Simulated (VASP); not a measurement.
Input of a VASP 6.6.1 run:

The input INCAR:

```
PREC = Accurate ; ENCUT = 500
EDIFF = 1E-6 ; ISMEAR = 0
SIGMA = 0.1 ; LREAL = False
LASPH = True ; NELM = 120
ALGO = Normal ; ISIF = 2
LWAVE = False ; LCHARG = True
GGA = PE ; LELF = True
LVHAR = True ; NBANDS = 29
GGA_COMPAT = False
```

The input KPOINTS:

```
regular mesh
0
Gamma
  12 12 4
```

The input POSCAR:

```
Ti2Te2S
1.0
    3.6182031178      0.0000000000      0.0000000000
   -1.8091015589      3.1334558161      0.0000000000
    0.0000000000      0.0000000000     10.2052027231
Ti Te S
2 2 1
Direct
    0.6666666667      0.3333333333      0.8755656620
    0.3333333333      0.6666666667      0.1244343380
    0.3333333333      0.6666666667      0.6924395096
    0.6666666667      0.3333333333      0.3075604904
    0.0000000000      0.0000000000      0.0000000000
```

Potentials or basis: VASP PAW PBE potentials, release 64 (Ti_sv, Te, S).

Launch:

```bash
$ cat potpaw_PBE.64/Ti_sv/POTCAR potpaw_PBE.64/Te/POTCAR potpaw_PBE.64/S/POTCAR > POTCAR
$ mpirun -np 1 vasp_std > vasp.out
```

(1) Predict the band gap on the k mesh.

(2) Estimate the pressure.

(3) What does it give for the largest force?

## Answers

(1) zero (band 21 reaches 7.59 eV, above the bottom of band 22 at 7.11 eV).

(2) 0.0 GPa.

(3) 0.011 eV/Å.

Caveat: spin-orbit coupling is left out, which moves the levels of the heavy elements; this functional lacks dispersion, which binds the layers, so the pressure and a relaxed spacing across them are unreliable.
